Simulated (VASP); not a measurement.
Set up this calculation in VASP 6.6.1, as the native input.

```yaml
Task: single point
Functional: PBE
Potentials_or_basis: VASP PAW PBE potentials, release 64 (Pb_d, S)
Cutoff: 520 eV
k_mesh: 2 × 2 × 2
Occupations: fermi-dirac, width 0.052 eV
Spin: no spin polarisation
Dipole_correction: no
Further_INCAR_settings: LREAL = Auto; ALGO = Normal; EDIFF = 1e-06; NBANDS = 94
```

The structure of PbS lies in POSCAR:

```
PbS
1.0
    0.0000000000      5.9411366537      5.9411366537
    5.9411366537      0.0000000000      5.9411366537
    5.9411366537      5.9411366537      0.0000000000
Pb S
8 8
Direct
   -0.0035978805      0.0002214223      0.0005008301
    0.0039150757     -0.0028575340      0.4951363975
    0.0010562794      0.4942322776      0.0023307829
    0.0069625566      0.5001144854      0.4932518255
    0.5083709862      0.0128742199     -0.0004565625
    0.4799707810      0.0104883970      0.5041730522
    0.4956994211      0.4899251052      0.0004881221
    0.5051986976      0.4804103434      0.5058741576
    0.2628203307      0.2653040305      0.2069052728
    0.2537100370      0.2640422349      0.7572385997
    0.2423008565      0.7598745431      0.2696984758
    0.2362580735      0.7487754885      0.7817979573
    0.7631699562      0.2802598387      0.2477992152
    0.7605240821      0.2517364247      0.7537603932
    0.7482849258      0.7636331673      0.2402121148
    0.7485991754      0.7606763257      0.7341955343
```

The input as run:

INCAR

```
PREC = Accurate
ENCUT = 520
EDIFF = 1E-6
ISMEAR = -1
SIGMA = 0.052
LREAL = Auto
LASPH = True
NELM = 80
ALGO = Normal
ISIF = 2
LWAVE = False
LCHARG = False
GGA = PE
NBANDS = 94
```

KPOINTS

```
regular mesh
0
Gamma
  2 2 2
```

Potentials or basis: VASP PAW PBE potentials, release 64 (Pb_d, S).

Command:

```console
$ cat potpaw_PBE.64/Pb_d/POTCAR potpaw_PBE.64/S/POTCAR > POTCAR
$ mpirun -np 1 vasp_std > vasp.out
```

Results of the run:

```
Pressure               : 2.8 GPa
Largest force          : 1.128 eV/Å
Band gap on the k mesh : 0.44 eV
```

Caveat: the k points lie up to 0.46 Å⁻¹ apart; spin-orbit coupling is left out, which moves the levels of the heavy elements; forces of over 1 eV/Å act on the atoms, so gaps and moduli don't describe the material at rest.

Wall time 6.5 min on 1 thread of Intel(R) Xeon(R) Platinum 8488C (Sapphire Rapids), on a shared host, peak memory 0.63 GiB.
